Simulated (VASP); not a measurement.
# C62N (a cell with a defect) in VASP: notebook

C62N (a cell with a defect) is run at these levels: PBE; tasks: single point.

All numbers are computed with VASP 6.6.1; they aren't measurements. Logs are shortened: lines on timing, memory, paths and dates and some standing lists are left out, and cuts for length are marked.

### 1 The cell of the first run

The cell holds a defect, 63 atoms: a = 7.140 Å, b = 7.140 Å, c = 7.140 Å, α = 90.00°, β = 90.00°, γ = 90.00°.

### 2 Single point, PBE

INCAR

```
PREC = Accurate ; ENCUT = 520
EDIFF = 1E-7 ; ISMEAR = -1
SIGMA = 0.02 ; LREAL = Auto
LASPH = T ; NELM = 60
ALGO = Normal ; ISIF = 2
LWAVE = F ; LCHARG = F
GGA = PE ; NBANDS = 164
NELECT = 254.0
```

KPOINTS

```
regular mesh
0
Gamma
  2 2 2
```

POSCAR

```
C62N
1.0
    7.1400000000      0.0000000000      0.0000000000
    0.0000000000      7.1400000000      0.0000000000
    0.0000000000      0.0000000000      7.1400000000
C N
62 1
Direct
    0.5091143845     -0.0056655729      0.0091143845
    0.6244105758      0.1242014258      0.1244105758
    0.7499064678      0.2500317378      0.0000317378
    0.8751864824      0.3748844224      0.1248844224
    0.7512141452      0.0010055376      0.2512141452
    0.8751239584      0.1249515961      0.3751239584
    0.0022385997      0.0012339725     -0.0022741157
    0.1281539887      0.1263930728      0.1223712359
    0.2443344271      0.2591143845      0.0091143845
    0.3742014258      0.3744105758      0.1244105758
    0.5000317378      0.4999064678      0.0000317378
    0.6248844224      0.6251864824      0.1248844224
    0.7507070460      0.7497138012     -0.0003841923
    0.8759205970      0.8754147273      0.1240648688
    0.2505706633      0.0005706633      0.2487632953
    0.3750904995      0.1250904995      0.3749928502
    0.5000317378      0.2500317378      0.2499064678
    0.6248844224      0.3748844224      0.3751864824
    0.7499977699      0.4999977699      0.2499977699
    0.8748795822      0.6248795822      0.3748795822
    0.4977258843      0.0012339725      0.5022385997
    0.6223712359      0.1263930728      0.6281539887
    0.7507070460      0.2496158077      0.4997138012
    0.8759205970      0.3740648688      0.6254147273
    0.7487632953      0.0005706633      0.7505706633
    0.8749928502      0.1250904995      0.8750904995
   -0.0002861988      0.5007070460     -0.0003841923
    0.1254147273      0.6259205970      0.1240648688
    0.2512339725      0.7522385997     -0.0022741157
    0.3763930728      0.8781539887      0.1223712359
   -0.0002861988      0.2496158077      0.2507070460
    0.1254147273      0.3740648688      0.3759205970
    0.2510055376      0.5012141452      0.2512141452
    0.3749515961      0.6251239584      0.3751239584
    0.4996158077      0.7497138012      0.2507070460
    0.6240648688      0.8754147273      0.3759205970
   -0.0014018711     -0.0003072819      0.4985981289
    0.1252817582      0.1191134086      0.6252817582
    0.2512339725      0.2477258843      0.5022385997
    0.3763930728      0.3723712359      0.6281539887
    0.4996158077      0.5007070460      0.4997138012
    0.6240648688      0.6259205970      0.6254147273
    0.7492108014      0.7501916943      0.5001916943
    0.8736514983      0.8749546691      0.6249546691
    0.5091143845      0.2591143845      0.7443344271
    0.6244105758      0.3744105758      0.8742014258
    0.7512141452      0.5012141452      0.7510055376
    0.8751239584      0.6251239584      0.8749515961
    0.0001916943      0.7501916943      0.2492108014
    0.1249546691      0.8749546691      0.3736514983
    0.0001916943      0.4992108014      0.5001916943
    0.1249546691      0.6236514983      0.6249546691
    0.2496927181      0.7485981289      0.4985981289
    0.3691134086      0.8752817582      0.6252817582
    0.0022385997      0.2477258843      0.7512339725
    0.1281539887      0.3723712359      0.8763930728
    0.2505706633      0.4987632953      0.7505706633
    0.3750904995      0.6249928502      0.8750904995
    0.4977258843      0.7522385997      0.7512339725
    0.6223712359      0.8781539887      0.8763930728
   -0.0014018711      0.7485981289      0.7496927181
    0.1252817582      0.8752817582      0.8691134086
    0.2390716607     -0.0109283393      0.7390716607
```

Potentials or basis: VASP PAW PBE potentials, release 64 (C, N).

On the command line:

```sh
$ cat potpaw_PBE.64/C/POTCAR potpaw_PBE.64/N/POTCAR > POTCAR
$ mpirun -np 1 vasp_std > vasp.out
```

OUTCAR:

```text
PREC = Accurate
   ENCUT = 520
   EDIFF = 1E-7
   ISMEAR = -1
   LREAL = Auto
   LASPH = T
   NELM = 60
   ISIF = 2
   GGA = PE
   NELECT = 254.0

 ion  position               nearest neighbor table
   1  0.509  0.994  0.009-   2 1.49  30 1.50  60 1.50
   2  0.624  0.124  0.124-   1 1.49   3 1.55  17 1.55   5 1.55
   3  0.750  0.250  0.000-  26 1.55   4 1.55   2 1.55  46 1.55
   4  0.875  0.375  0.125-   3 1.55  19 1.55  27 1.55  31 1.55
   5  0.751  0.001  0.251-   6 1.53   2 1.55  14 1.56  36 1.56
   6  0.875  0.125  0.375-   5 1.53  37 1.53  31 1.54  23 1.54
   7  0.002  0.001  0.998-  26 1.54   8 1.55  62 1.56  14 1.56
   8  0.128  0.126  0.122-   9 1.50  15 1.54   7 1.55  31 1.57
   9  0.244  0.259  0.009-  10 1.49   8 1.50  56 1.50
  10  0.374  0.374  0.124-   9 1.49  11 1.55  17 1.55  33 1.55
  11  0.500  0.500  0.000-  58 1.55  12 1.55  46 1.55  10 1.55
  12  0.625  0.625  0.125-  11 1.55  19 1.55  13 1.55  35 1.55
  13  0.751  0.750  1.000-  48 1.54  14 1.55  12 1.55  60 1.57
  14  0.876  0.875  0.124-  49 1.54  13 1.55   5 1.56   7 1.56
  15  0.251  0.001  0.249-   8 1.54  30 1.54  16 1.55  50 1.55
[... 31 lines left out ...]
  47  0.751  0.501  0.751-  48 1.53  46 1.55  24 1.56  42 1.56
  48  0.875  0.625  0.875-  47 1.53  61 1.53  13 1.54  27 1.54
  49  0.000  0.750  0.249-  50 1.54  28 1.54  14 1.54  20 1.55
  50  0.125  0.875  0.374-  49 1.54  37 1.55  53 1.55  15 1.55
  51  0.000  0.499  0.500-  52 1.54  32 1.54  24 1.54  20 1.55
[... 9 lines left out ...]
  61  0.999  0.749  0.750-  48 1.53  62 1.54  52 1.55  44 1.55
  62  0.125  0.875  0.869-  63 1.48  61 1.54   7 1.56  29 1.56
  63  0.239  0.989  0.739-  38 1.48  54 1.48  62 1.48

  LATTYP: Found a simple cubic cell.
 ALAT       =     7.1400000000

  Lattice vectors:

 A1 = (   7.1400000000,   0.0000000000,   0.0000000000)
 A2 = (   0.0000000000,   7.1400000000,   0.0000000000)
 A3 = (   0.0000000000,   0.0000000000,   7.1400000000)

Analysis of symmetry for initial positions (statically):
=====================================================================
 Subroutine PRICEL returns:
 Original cell was already a primitive cell.

 Routine SETGRP: Setting up the symmetry group for a
 simple cubic supercell.

 Subroutine GETGRP returns: Found  6 space group operations
 (whereof  1 operations were pure point group operations)
 out of a pool of 48 trial point group operations.

The static configuration has the point symmetry C_1 .
 The point group associated with its full space group is C_3v.

Analysis of symmetry for dynamics (positions and initial velocities):
=====================================================================
 Subroutine PRICEL returns:
 Original cell was already a primitive cell.

 Routine SETGRP: Setting up the symmetry group for a
 simple cubic supercell.

 Subroutine GETGRP returns: Found  6 space group operations
 (whereof  1 operations were pure point group operations)
 out of a pool of 48 trial point group operations.

The dynamic configuration has the point symmetry C_1 .
 The point group associated with its full space group is C_3v.

 Subroutine INISYM returns: Found  6 space group operations
 (whereof  1 operations are pure point group operations),
 and found     1 'primitive' translations

----------------------------------------------------------------------------------------

                                     Primitive cell

  volume of cell :     363.9943

  direct lattice vectors                    reciprocal lattice vectors
     7.140000000  0.000000000  0.000000000     0.140056022  0.000000000  0.000000000
     0.000000000  7.140000000  0.000000000     0.000000000  0.140056022  0.000000000
     0.000000000  0.000000000  7.140000000     0.000000000  0.000000000  0.140056022

  length of vectors
     7.140000000  7.140000000  7.140000000     0.140056022  0.140056022  0.140056022

  position of ions in fractional coordinates (direct lattice)
     0.509114385  0.994334427  0.009114385
     0.624410576  0.124201426  0.124410576
     0.749906468  0.250031738  0.000031738
     0.875186482  0.374884422  0.124884422
     0.751214145  0.001005538  0.251214145
     0.875123958  0.124951596  0.375123958
[... 55 lines left out ...]
     0.125281758  0.875281758  0.869113409
     0.239071661  0.989071661  0.739071661

  ion indices of the primitive-cell ions
   primitive index   ion index
                 1           1
                 2           2
                 3           3
                 4           4
                 5           5
                 6           6
[... 55 lines left out ...]
                62          62
                63          63

----------------------------------------------------------------------------------------

 KPOINTS: regular mesh

Automatic generation of k-mesh.
 Grid dimensions read from file:
 generate k-points for:    2    2    2

 Generating k-lattice:

  Cartesian coordinates                     Fractional coordinates (reciprocal lattice)
     0.070028011  0.000000000  0.000000000     0.500000000  0.000000000  0.000000000
     0.000000000  0.070028011  0.000000000     0.000000000  0.500000000  0.000000000
     0.000000000  0.000000000  0.070028011     0.000000000  0.000000000  0.500000000

  Length of vectors
     0.070028011  0.070028011  0.070028011

  Shift w.r.t. Gamma in fractional coordinates (k-lattice)
     0.000000000  0.000000000  0.000000000

 Subroutine IBZKPT returns following result:
 ===========================================

 Found      4 irreducible k-points:

 Following reciprocal coordinates:
            Coordinates               Weight
  0.000000  0.000000  0.000000      1.000000
  0.500000  0.000000  0.000000      3.000000
  0.500000  0.500000  0.000000      3.000000
  0.500000  0.500000  0.500000      1.000000
   k-points           NKPTS =      4   k-points in BZ     NKDIM =      4   number of bands    NBANDS=    164
   number of dos      NEDOS =    301   number of ions     NIONS =     63
   total plane-waves  NPLWV = 157464
   dimension x,y,z NGX =    54 NGY =   54 NGZ =   54
   dimension x,y,z NGXF=   108 NGYF=  108 NGZF=  108
   ions per type =              62   1
   NGX,Y,Z   is equivalent  to a cutoff of  12.57, 12.57, 12.57 a.u.
   NGXF,Y,Z  is equivalent  to a cutoff of  25.15, 25.15, 25.15 a.u.
 SYSTEM =  unknown system
   PREC   = accura    normal or accurate (medium, high low for compatibility)
   ISTART =      0    job   : 0-new  1-cont  2-samecut
   ICHARG =      2    charge: 1-file 2-atom 10-const
   ISPIN  =      1    spin polarized calculation?
   LNONCOLLINEAR =      F non collinear calculations
   LSORBIT =      F    spin-orbit coupling
   LASPH  =      T    aspherical Exc in radial PAW
   ENCUT  =  520.0 eV  38.22 Ry    6.18 a.u.  13.28 13.28 13.28*2*pi/ulx,y,z
   NELM   =     60;   NELMIN=  2; NELMDL= -5     # of ELM steps
   EDIFF  = 0.1E-06   stopping-criterion for ELM
   LREAL  =      T    real-space projection
   EDIFFG = 0.1E-05   stopping-criterion for IOM
   NSW    =      0    number of steps for IOM
   IBRION =     -1    ionic relax: 0-MD 1-quasi-New 2-CG
   NFREE  =      0    steps in history (QN), initial steepest desc. (CG)
   ISIF   =      2    stress and relaxation
   ISYM   =      2    0-nonsym 1-usesym 2-fastsym
   POTIM  = 0.5000    time-step for ionic-motion
   TEBEG  =    0.0;   TEEND  =   0.0 temperature during run
   PSTRESS=    0.0 pullay stress
   NELECT =     254.0000    total number of electrons
   NUPDOWN=      -1.0000    fix difference up-down
   EMIN   =  10.00;   EMAX   =-10.00  energy-range for DOS
   EFERMI =   0.00;   METHOD = LEGACY
   ISMEAR =    -1;   SIGMA  =   0.02  broadening in eV -4-tet -1-fermi 0-gaus
   EFERMI_NEDOS =   21; number of points for ismear=-14 and -15
   IALGO  =     38    algorithm
   IMIX   =      4    mixing-type and parameters
     AMIX     =   0.40;   BMIX     =  1.00
     AMIX_MAG =   1.60;   BMIX_MAG =  1.00
  volume/ion in A,a.u.               =       5.78        38.99
  Fermi-wavevector in a.u.,A,eV,Ry     =   1.452071  2.744016 28.688024  2.108510
  Thomas-Fermi vector in A             =   2.569495
   LORBIT       =      0    0 simple, 1 ext, 2 COOP (PROOUT), +10 PAW based schemes
   GGA     = PE    functional components
   LHFCALC =     F    Hartree Fock is set to
   AEXX    =    0.0000 exact exchange contribution
   IVDW    =     0    specifies the selected vdW correction
   LEPSILON=     F    determine dielectric tensor
   LRPA    =     F    only Hartree local field effects (RPA)
 non-spin polarized calculation
  energy-cutoff  :      520.00
  volume of cell :      363.99
 maximum number of plane-waves:      9808
 NGX is ok and might be reduce to    54
   NGX = 27   NGY = 27   NGZ = 27

 number of electron     253.9999992 magnetization

 Free energy of the ion-electron system (eV)
  ---------------------------------------------------
  ext. energy  EPLUGINS =         0.00000000
  ---------------------------------------------------
  free energy    TOTEN  =      -554.77416259 eV

  energy without entropy =     -554.76009028  energy(sigma->0) =     -554.76712643

 E-fermi :  11.5928     XC(G=0): -13.1698

 val. band max:       11.5845966431   @ k =   0.5000   0.0000   0.0000
 cond. band min:      11.6484683534   @ k =   0.5000   0.5000   0.0000
 fundamental gap:      0.0638717103
 Fermi energy:        11.5927585808

 k-point     1 :       0.0000    0.0000    0.0000
  band No.  band energies     occupation
      1     -12.1315      2.00000
      2     -10.5542      2.00000
      3      -9.8356      2.00000
      4      -9.8355      2.00000
      5      -9.7238      2.00000
      6      -9.7238      2.00000
[... 557 lines left out ...]
    138      15.3998      0.00000
    139      15.3998      0.00000
 [bands above 139 left out]

------------------------ aborting loop because EDIFF is reached ----------------------------------------

  FORCE on cell =-STRESS in cart. coord.  units (eV):
  Direction    XX          YY          ZZ          XY          YZ          ZX
  --------------------------------------------------------------------------------------
  -------------------------------------------------------------------------------------
  Total       16.7200914     16.7200914     16.7200914      3.7517066      3.7517066      3.7517066
  in kB       73.5960649     73.5960649     73.5960649     16.5137163     16.5137163     16.5137163
  external PRESSURE =      73.5960649 kB  Pullay stress =       0.0000000 kB

 VOLUME and BASIS-vectors are now :
 -----------------------------------------------------------------------------
  energy-cutoff  :      520.00
  volume of cell :      363.99
      direct lattice vectors                 reciprocal lattice vectors
     7.140000000  0.000000000  0.000000000     0.140056022  0.000000000  0.000000000
     0.000000000  7.140000000  0.000000000     0.000000000  0.140056022  0.000000000
     0.000000000  0.000000000  7.140000000     0.000000000  0.000000000  0.140056022

 POSITION                                       TOTAL-FORCE (eV/Angst)
 -----------------------------------------------------------------------------------
      3.63508      7.09955      0.06508        -0.040839      0.018872     -0.040839
      4.45829      0.88680      0.88829         0.011698      0.015900      0.011698
      5.35433      1.78523      0.00023        -0.017532     -0.008003     -0.008003
      6.24883      2.67667      0.89167         0.002135     -0.016585     -0.016585
      5.36367      0.00718      1.79367        -0.017769     -0.002824     -0.017769
      6.24839      0.89215      2.67839        -0.000406      0.004696     -0.000406
[... 55 lines left out ...]
      0.89451      6.24951      6.20547         0.016859      0.016859      0.026279
      1.70697      7.06197      5.27697        -0.000314     -0.000314     -0.000314
 -----------------------------------------------------------------------------------
    total drift:                                0.005187      0.005187      0.005188

  FREE ENERGIE OF THE ION-ELECTRON SYSTEM (eV)
  ---------------------------------------------------
  free  energy   TOTEN  =      -554.7741625873 eV

  energy  without entropy=     -554.7600902799  energy(sigma->0) =     -554.76712643
```

Run time: 12 min. Hardware: 1 thread of AMD EPYC 7R43 (Zen 3), shared host; peak memory 0.43 GiB.

What came out:

```yaml
Free_energy: -554.7742 eV
Largest_force: 0.061 eV/Å
```

Forces in eV/Å, atoms in the order of the input:
```
C   -0.041  0.019 -0.041
C    0.012  0.016  0.012
C   -0.018 -0.008 -0.008
C    0.002 -0.017 -0.017
C   -0.018 -0.003 -0.018
C    0.000  0.005  0.000
C   -0.001  0.000  0.001
C    0.004 -0.006  0.008
C    0.019 -0.041 -0.041
C    0.016  0.012  0.012
C   -0.008 -0.018 -0.008
C   -0.017  0.002 -0.017
C   -0.011  0.014  0.003
C   -0.004  0.018 -0.022
C    0.007  0.007 -0.013
C   -0.004 -0.004  0.008
C   -0.008 -0.008 -0.018
C   -0.017 -0.017  0.002
C   -0.007 -0.007 -0.007
C    0.000  0.000  0.000
C    0.001  0.000 -0.001
C    0.008 -0.006  0.004
C   -0.011  0.003  0.014
C   -0.004 -0.022  0.018
C   -0.013  0.007  0.007
C    0.008 -0.004 -0.004
C    0.014 -0.011  0.003
C    0.018 -0.004 -0.022
C    0.000 -0.001  0.001
C   -0.006  0.004  0.008
C    0.014  0.003 -0.011
C    0.018 -0.022 -0.004
C   -0.003 -0.018 -0.018
C    0.005  0.000  0.000
C    0.003  0.014 -0.011
C   -0.022  0.018 -0.004
C    0.006 -0.004  0.006
C    0.017  0.026  0.017
C    0.000  0.001 -0.001
C   -0.006  0.008  0.004
C    0.003 -0.011  0.014
C   -0.022 -0.004  0.018
C    0.000  0.017  0.017
C    0.010  0.007  0.007
C   -0.041 -0.041  0.019
C    0.012  0.012  0.016
C   -0.018 -0.018 -0.003
C    0.000  0.000  0.005
C    0.017  0.017  0.000
C    0.007  0.007  0.010
C    0.017  0.000  0.017
C    0.007  0.010  0.007
C   -0.004  0.006  0.006
C    0.026  0.017  0.017
C   -0.001  0.001  0.000
C    0.004  0.008 -0.006
C    0.007 -0.013  0.007
C   -0.004  0.008 -0.004
C    0.001 -0.001  0.000
C    0.008  0.004 -0.006
C    0.006  0.006 -0.004
C    0.017  0.017  0.026
N    0.000  0.000  0.000
```

Levels at points of the mesh, in eV from the Fermi level:
```
           k point  band 124  band 125  band 126  band 127  band 128  band 129
(0.00, 0.00, 0.00)     -2.69     -2.69     -1.27      0.18      0.18      2.13
(0.50, 0.00, 0.00)     -3.95     -3.14     -1.64     -0.25     -0.01      1.97
(0.50, 0.50, 0.00)     -3.04     -2.99     -1.64     -0.26      0.06      3.24
(0.50, 0.50, 0.50)     -3.92     -3.91     -1.48      0.09      0.09      3.15
```

Caveat: the k points lie up to 0.44 Å⁻¹ apart; the cell carries a net charge on a neutralising background, which shifts energy and pressure; the cell is charged against a uniform background, so pressure and absolute levels hang on convention.

[end of part 1 of 2]
